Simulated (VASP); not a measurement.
Here is a VASP 6.6.1 calculation.

The input INCAR:

```
ALGO = Normal
EDIFF = 1E-7
ENCUT = 520
GGA = PE
ISIF = 2
ISMEAR = 0
LASPH = True
LCHARG = True
LELF = True
LREAL = False
LVHAR = True
LWAVE = False
NBANDS = 43
NELM = 100
PREC = Accurate
SIGMA = 0.01
```

KPOINTS

```
k-points
0
Gamma
  4 4 4
```

Contents of POSCAR:

```
Li3InF6
1.0
    0.0000000000      4.0460557138      4.0460557138
    4.0460557138      0.0000000000      4.0460557138
    4.0460557138      4.0460557138      0.0000000000
Li In F
3 1 6
Direct
    0.2500000932      0.2500000932      0.2500000932
    0.7499999068      0.7499999068      0.7499999068
    0.5000000000      0.5000000000      0.5000000000
    0.0000000000      0.0000000000      0.0000000000
    0.2561418377      0.2561418377      0.7438582776
    0.2561417224      0.7438581623      0.7438581623
    0.7438581623      0.7438581623      0.2561417224
    0.2561418377      0.7438582776      0.2561418377
    0.7438581623      0.2561417224      0.7438581623
    0.7438582776      0.2561418377      0.2561418377
```

Potentials or basis: VASP PAW PBE potentials, release 64 (Li_sv, In_d, F).

Run with:

```console
$ cat potpaw_PBE.64/Li_sv/POTCAR potpaw_PBE.64/In_d/POTCAR potpaw_PBE.64/F/POTCAR > POTCAR
$ mpirun -np 1 vasp_std > vasp.out
```

Task: Estimate the largest force.

Result: 0.049 eV/Å.

Task: Predict the band gap on the k mesh.

Result: 4.87 eV.

Forces on the atoms (eV/Å):
```
Li   0.000  0.000  0.000
Li   0.000  0.000  0.000
Li   0.000  0.000  0.000
In   0.000  0.000  0.000
F    0.000  0.000  0.049
F   -0.049  0.000  0.000
F    0.000  0.000 -0.049
F    0.000  0.049  0.000
F    0.000 -0.049  0.000
F    0.049  0.000  0.000
```

Caveat: spin-orbit coupling is left out, which moves the levels of the heavy elements.
